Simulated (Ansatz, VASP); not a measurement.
# One calculation of Yb, two programs

Contents of INCAR:

```
  ALGO = Normal
  EDIFF = 1E-8
  ENCUT = 520
  GGA = PE
  ISIF = 2
  ISMEAR = -1
  LASPH = T
  LCHARG = F
  LDAU = T
  LDAUJ = 0
  LDAUL = 3
  LDAUPRINT = 1
  LDAUTYPE = 2
  LDAUU = 1
  LEFG = T
  LMAXMIX = 6
  LREAL = F
  LWAVE = F
  NBANDS = 18
  NELM = 150
  PREC = Accurate
  SIGMA = 0.05
```

The input KPOINTS:

```
k-points
0
Gamma
  15 15 15
```

File POSCAR:

```
Yb
1.0
   -2.0523223936      2.0523223936      2.0523223936
    2.0523223936     -2.0523223936      2.0523223936
    2.0523223936      2.0523223936     -2.0523223936
Yb
1
Direct
    0.0000000000      0.0000000000      0.0000000000
```

Input for Ansatz:

```yaml
crystal:
  lattice:
    - [-2.0523223936, 2.0523223936, 2.0523223936]
    - [2.0523223936, -2.0523223936, 2.0523223936]
    - [2.0523223936, 2.0523223936, -2.0523223936]
  atoms:
    - { symbol: Yb, position: [0.0, 0.0, 0.0] }
kpoints:
  mp_grid: { grid: [15, 15, 15] }
  band_path:
    path:
      - [0.0, 0.0, 0.0]
      - [0.5, -0.5, 0.5]
      - [0.0, 0.0, 0.5]
      - [0.0, 0.0, 0.0]
      - [0.25, 0.25, 0.25]
      - [0.5, -0.5, 0.5]
      - [0.25, 0.25, 0.25]
      - [0.0, 0.0, 0.5]
    npoints: 14
scf:
  occupations: { method: fermi_dirac, width: 0.05 }
hamiltonian:
  xc: pbe
  pseudopotentials: { kind: paw, source: ansatz }
  hubbard: { sites: [{ species: Yb, l: f, u_eff: 1.0 }], double_counting: fll }
output:
  forces: true
  stress: true
  eigenvalues: true
  efg: { contact_densities: true }
  populations: true
  write_density: true
  write_potential: true
  elf: true
  volumetric_format: npy
```

Alike in both runs: task electric field gradients; functional PBE; k mesh 15 × 15 × 15; occupations fermi-dirac, width 0.05 eV; no spin polarisation; Hubbard terms Yb f U = 1.0 eV.

|  | VASP | Ansatz |
| --- | --- | --- |
| version | VASP 6.6.1 | Ansatz 0.2.0 |
| potentials or method | VASP PAW PBE potentials, release 64 (Yb) | scalar-relativistic |
| plane-wave cutoff (eV) | 520 | 820 |
| valence electrons in the cell | 24 | 24 |

|  | VASP | Ansatz | Ansatz less VASP |
| --- | --- | --- | --- |
| gap on the k mesh at the Fermi level (eV) | none | none | - |
| pressure (GPa) | 0.3 | 0.6 | +0.27 |

The programs project onto different local orbitals, so the same U acts differently, and such runs can settle in different states. A gap of «none» marks a metal or a gap that the smearing closes. Ansatz's warnings: filled band counts differ across k points.

Neither program's run includes spin-orbit coupling.
